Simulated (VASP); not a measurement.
Ir: single point with BLYP

The system is Ir.

```
CELL_PARAMETERS angstrom
0.00000 1.96840 1.96840
1.96840 0.00000 1.96840
1.96840 1.96840 0.00000
ATOMIC_POSITIONS crystal
Ir 0.00000 0.00000 0.00000
```

| Item | Value |
| --- | --- |
| Program | VASP 6.6.1 |
| Task | single point |
| Functional | BLYP |
| Potentials or basis | VASP PAW PBE potentials, release 64 (Ir) |
| Cutoff | 520 eV |
| k mesh | 14 × 14 × 14 |
| Occupations | fermi-dirac, width 0.05 eV |
| Spin | non-collinear spin, typed start, spin-orbit coupling |
| Starting moments | [[0.0, 0.0, 1.0]] μB |
| Dipole correction | no |
| Further INCAR settings | ALGO = Normal; EDIFF = 1e-06; NBANDS = 20 |

```json
{
  "Pressure": "3.6 GPa",
  "Net moment": "0.00 μB per cell",
  "Valence electrons inside the program's atomic spheres": "Ir 8.22"
}
```

Moments on the atoms (μB; x, y, z):
```
Ir  0.00 0.00 0.00
```

It took 4.2 min on 1 thread of Intel Xeon 6975P-C, on a shared host, peak memory 0.33 GiB.

Caveat: the PAW data sets were made with another functional, which shifts forces and pressure a little.
